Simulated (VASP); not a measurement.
# Al6H in VASP: notebook

Al6H is run at these levels: PBE; tasks: single point.

Everything below comes from runs of VASP 6.6.1. Logs are shortened: lines on timing, memory, paths and dates and some standing lists are left out, and cuts for length are marked.

### Step 1. The cell of the first run

The cell holds a slab with vacuum, 14 atoms: a = 5.714 Å, b = 5.714 Å, c = 22.602 Å, α = 90.00°, β = 90.00°, γ = 120.00°.

### Step 2. Single point, PBE

File INCAR:

```
ALGO = Normal
DIPOL = 0.5 0.5 0.310
EDIFF = 1E-6
ENCUT = 520
GGA = PE
IDIPOL = 3
ISIF = 2
ISMEAR = 0
LASPH = True
LCHARG = False
LDIPOL = True
LREAL = False
LWAVE = False
NBANDS = 32
NELM = 80
PREC = Accurate
SIGMA = 0.1
```

File KPOINTS:

```
k-points
0
Gamma
  6 6 1
```

File POSCAR:

```
Al6H
1.0
    5.7143028096      0.0000000000      0.0000000000
   -2.8571514048      4.9487313980      0.0000000000
    0.0000000000      0.0000000000     22.6016424764
Al H
12 2
Direct
    0.3333333333      0.1666666667      0.1769782884
    0.3333333333      0.6666666667      0.1769782884
    0.8333333333      0.1666666667      0.1769782884
    0.8333333333      0.6666666667      0.1769782884
    0.1666666667      0.3333333333      0.2787817910
    0.1666666667      0.8333333333      0.2787817910
    0.6666666667      0.3333333333      0.2787817910
    0.6666666667      0.8333333333      0.2787817910
    0.0000000000      0.0000000000      0.3805759907
    0.0000000000      0.5000000000      0.3805759907
    0.5000000000      0.0000000000      0.3805759907
    0.5000000000      0.5000000000      0.3805759907
   -0.0656248037      0.0000000000      0.4956118781
    0.0656248037      0.0000000000      0.4956118781
```

Potentials or basis: VASP PAW PBE potentials, release 64 (Al, H).

The run is started by

```
cat potpaw_PBE.64/Al/POTCAR potpaw_PBE.64/H/POTCAR > POTCAR
mpirun -np 1 vasp_std > vasp.out
```

OUTCAR:

```text
EDIFF = 1E-6
   ENCUT = 520
   GGA = PE
   ISIF = 2
   ISMEAR = 0
   LASPH = True
   LREAL = False
   NELM = 80
   PREC = Accurate

 ion  position               nearest neighbor table
   1  0.333  0.167  0.177-   5 2.83   6 2.83   7 2.83   4 2.86   2 2.86   2 2.86   4 2.86   3 2.86
                             3 2.86
   2  0.333  0.667  0.177-   6 2.83   5 2.83   8 2.83   3 2.86   1 2.86   1 2.86   3 2.86   4 2.86
                             4 2.86
   3  0.833  0.167  0.177-   7 2.83   8 2.83   5 2.83   4 2.86   2 2.86   4 2.86   2 2.86   1 2.86
                             1 2.86
   4  0.833  0.667  0.177-   8 2.83   7 2.83   6 2.83   3 2.86   1 2.86   3 2.86   1 2.86   2 2.86
                             2 2.86
   5  0.167  0.333  0.279-   9 2.83  12 2.83  10 2.83   1 2.83   2 2.83   3 2.83   8 2.86   6 2.86
                             6 2.86   8 2.86   7 2.86   7 2.86
   6  0.167  0.833  0.279-  10 2.83  11 2.83   9 2.83   2 2.83   1 2.83   4 2.83   7 2.86   5 2.86
                             5 2.86   7 2.86   8 2.86   8 2.86
   7  0.667  0.333  0.279-  11 2.83  10 2.83  12 2.83   3 2.83   4 2.83   1 2.83   8 2.86   6 2.86
                             8 2.86   6 2.86   5 2.86   5 2.86
   8  0.667  0.833  0.279-  12 2.83   9 2.83  11 2.83   4 2.83   3 2.83   2 2.83   7 2.86   5 2.86
                             7 2.86   5 2.86   6 2.86   6 2.86
   9  0.000  0.000  0.381-   5 2.83   8 2.83   6 2.83  10 2.86  12 2.86  10 2.86  12 2.86  11 2.86
                            11 2.86
  10  0.000  0.500  0.381-   6 2.83   7 2.83   5 2.83   9 2.86  11 2.86   9 2.86  11 2.86  12 2.86
                            12 2.86
  11  0.500  0.000  0.381-   7 2.83   6 2.83   8 2.83  10 2.86  12 2.86  12 2.86  10 2.86   9 2.86
                             9 2.86
  12  0.500  0.500  0.381-   8 2.83   5 2.83   7 2.83   9 2.86  11 2.86  11 2.86   9 2.86  10 2.86
                            10 2.86
  13  0.934  0.000  0.496-  14 0.75
  14  0.066  0.000  0.496-  13 0.75

  LATTYP: Found a hexagonal cell.
 ALAT       =     5.7143028096
 C/A-ratio  =     3.9552756005

  Lattice vectors:

 A1 = (   5.7143028096,   0.0000000000,   0.0000000000)
 A2 = (  -2.8571514048,   4.9487313980,   0.0000000000)
 A3 = (   0.0000000000,   0.0000000000,  22.6016424764)

Analysis of symmetry for initial positions (statically):
=====================================================================
 Subroutine PRICEL returns:
 Original cell was already a primitive cell.

 Routine SETGRP: Setting up the symmetry group for a
 hexagonal supercell.

 Subroutine GETGRP returns: Found  2 space group operations
 (whereof  2 operations were pure point group operations)
 out of a pool of 24 trial point group operations.

The static configuration has the point symmetry C_1h.

[... 150 lines left out ...]
   LHFCALC =     F    Hartree Fock is set to
   AEXX    =    0.0000 exact exchange contribution
   IVDW    =     0    specifies the selected vdW correction
   LEPSILON=     F    determine dielectric tensor
   LRPA    =     F    only Hartree local field effects (RPA)
 non-spin polarized calculation
 Gauss-broadening in eV      SIGMA  =   0.10
  energy-cutoff  :      520.00
  volume of cell :      639.14
 maximum number of plane-waves:     17305
   NGX = 21   NGY = 21   NGZ = 85

 dipolmoment           0.000000      0.000000      0.000028 electrons x Angstroem

 number of electron      38.0000002 magnetization

 dipolmoment           0.000000      0.000000     -0.036852 electrons x Angstroem

 Free energy of the ion-electron system (eV)
  ---------------------------------------------------
  ext. energy  EPLUGINS =         0.00000000
  ---------------------------------------------------
  free energy    TOTEN  =       -48.80366334 eV

  energy without entropy =      -48.77076299  energy(sigma->0) =      -48.78721316

 E-fermi :  -0.0740     XC(G=0):  -4.1162

 val. band max:       -0.0911300829   @ k =   0.3333   0.1667   0.0000
 cond. band min:      -0.0302489623   @ k =   0.1667   0.1667   0.0000
 fundamental gap:      0.0608811206
 Fermi energy:        -0.0740118061

 k-point     1 :       0.0000    0.0000    0.0000
  band No.  band energies     occupation
      1     -10.6434      2.00000
      2      -8.9704      2.00000
      3      -7.3858      2.00000
      4      -6.0784      2.00000
      5      -4.7655      2.00000
      6      -4.7653      2.00000
[... 431 lines left out ...]
     30       3.2346      0.00000
     31       3.3711      0.00000
 [bands above 31 left out]

------------------------ aborting loop because EDIFF is reached ----------------------------------------

 vacuum level on the upper side and lower side of the slab       (xc-potential included)        -0.132         0.103

  FORCE on cell =-STRESS in cart. coord.  units (eV):
  Direction    XX          YY          ZZ          XY          YZ          ZX
  --------------------------------------------------------------------------------------
  -------------------------------------------------------------------------------------
  Total       -2.9321139     -3.0298067      0.9889582      0.0000000      0.0168330      0.0000000
  in kB       -7.3501175     -7.5950104      2.4790848      0.0000000      0.0421965      0.0000000
  external PRESSURE =      -4.1553477 kB  Pullay stress =       0.0000000 kB

 VOLUME and BASIS-vectors are now :
 -----------------------------------------------------------------------------
  energy-cutoff  :      520.00
  volume of cell :      639.14
      direct lattice vectors                 reciprocal lattice vectors
     5.714302810  0.000000000  0.000000000     0.174999476  0.101035995  0.000000000
    -2.857151405  4.948731398  0.000000000     0.000000000  0.202071990  0.000000000
     0.000000000  0.000000000 22.601642476     0.000000000  0.000000000  0.044244572

 POSITION                                       TOTAL-FORCE (eV/Angst)
 -----------------------------------------------------------------------------------
      1.42858      0.82479      4.00000        -0.010518     -0.003913     -0.013456
     -0.00000      3.29915      4.00000        -0.000000     -0.001253      0.005366
      4.28573      0.82479      4.00000         0.010518     -0.003913     -0.013456
      2.85715      3.29915      4.00000        -0.000000      0.009946     -0.014251
      0.00000      1.64958      6.30093        -0.000000     -0.018863     -0.014542
     -1.42858      4.12394      6.30093        -0.019408      0.005962     -0.014639
      2.85715      1.64958      6.30093        -0.000000      0.002543     -0.002952
      1.42858      4.12394      6.30093         0.019408      0.005962     -0.014639
      0.00000      0.00000      8.60164        -0.000000     -0.002047     -0.166704
     -1.42858      2.47437      8.60164        -0.015685     -0.007260     -0.016709
      2.85715      0.00000      8.60164        -0.000000      0.015967     -0.006676
      1.42858      2.47437      8.60164         0.015685     -0.007260     -0.016709
      5.33930      0.00000     11.20164        -0.171646      0.002065      0.144682
      0.37500      0.00000     11.20164         0.171646      0.002065      0.144682
 -----------------------------------------------------------------------------------
    total drift:                               -0.000000     -0.000006     -0.000147

  FREE ENERGIE OF THE ION-ELECTRON SYSTEM (eV)
  ---------------------------------------------------
  free  energy   TOTEN  =       -48.8036633438 eV

  energy  without entropy=      -48.7707629853  energy(sigma->0) =      -48.78721316

 vacuum level on the upper side and lower side of the slab         3.623         3.859
```

Wall time 11 min (1 thread of Intel Xeon 6975P-C, shared host); peak memory 0.71 GiB.

What came out:

| Item | Value |
| --- | --- |
| Free energy | -48.8037 eV |
| Largest force | 0.224 eV/Å |
| Band gap on the k mesh | zero (band 19 reaches 0.09 eV, above the bottom of band 20 at -0.90 eV) |

Forces in eV/Å, atoms in the order of the input:
```
Al  -0.011 -0.004 -0.013
Al   0.000 -0.001  0.005
Al   0.011 -0.004 -0.013
Al   0.000  0.010 -0.014
Al   0.000 -0.019 -0.015
Al  -0.019  0.006 -0.015
Al   0.000  0.003 -0.003
Al   0.019  0.006 -0.015
Al   0.000 -0.002 -0.167
Al  -0.016 -0.007 -0.017
Al   0.000  0.016 -0.007
Al   0.016 -0.007 -0.017
H   -0.172  0.002  0.145
H    0.172  0.002  0.145
```

Levels at points of the mesh, in eV from the Fermi level:
```tsv
k point	band 15	band 16	band 17	band 18	band 19	band 20	band 21	band 22	band 23	band 24
(0.00, 0.00, 0.00)	-2.74	-2.73	-2.71	-0.40	-0.40	-0.36	-0.18	-0.16	-0.14	0.70
(0.50, 0.00, 0.00)	-1.51	-0.49	-0.49	-0.22	-0.21	0.94	0.94	1.27	1.33	1.60
(0.00, 0.50, 0.00)	-1.51	-0.49	-0.49	-0.22	-0.21	0.94	0.94	1.24	1.32	1.64
```

[end of part 1 of 2]
